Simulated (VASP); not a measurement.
Runs of VASP 6.6.1 on Si4B. The structure is that of space group P6/mmm (No. 191), or close to it. The cells are those of the table. The cell was built from a structure type or drawn by symmetry, and may not be a known phase.

| task | cell | k mesh | cutoff (eV) | gap on the mesh (eV) | pressure (GPa) | relaxed volume (Å³/atom) |
| --- | --- | --- | --- | --- | --- | --- |
| single point | a = 4.923, b = 4.923, c = 3.929 Å, angles 90.0, 90.0, 120.0°, 5 atoms | 12 × 12 × 10 | 520 | none | 0.0 | - |
| relaxation of cell and atoms | relaxed from a = 4.923, b = 4.923, c = 3.911 Å, angles 90.0, 90.0, 120.0°, 5 atoms | 12 × 12 × 10 | 600 | none | -0.1 | 16.49 |
| single point | a = 3.457, b = 3.457, c = 6.812 Å, angles 90.0, 90.0, 120.0°, 5 atoms | 6 × 6 × 4 | 520 | none | (a) | - |
| single point | a = 4.923, b = 4.923, c = 3.911 Å, angles 90.0, 90.0, 120.0°, 5 atoms | 6 × 6 × 4 | 520 | none | 0.0 | - |
| relaxation of cell and atoms | relaxed from a = 3.457, b = 3.457, c = 6.812 Å, angles 90.0, 90.0, 120.0°, 5 atoms | 6 × 6 × 4 | 600 | none | 0.0 | 16.40 |

Alike in all rows: level PBE; potentials or basis VASP PAW PBE potentials, release 64 (Si, B); no spin polarisation; smearing gaussian 0.1 eV.

Problem. Fill in the values left out.

Solution. (a) 159.4.

Caveats: some runs use coarse meshes; the cell stands under pressure (at least some runs); the volume moved by over 15 % at a fixed basis, so the end points are rough (at least some runs).

A gap of «none» marks levels without a gap at the run's occupations.
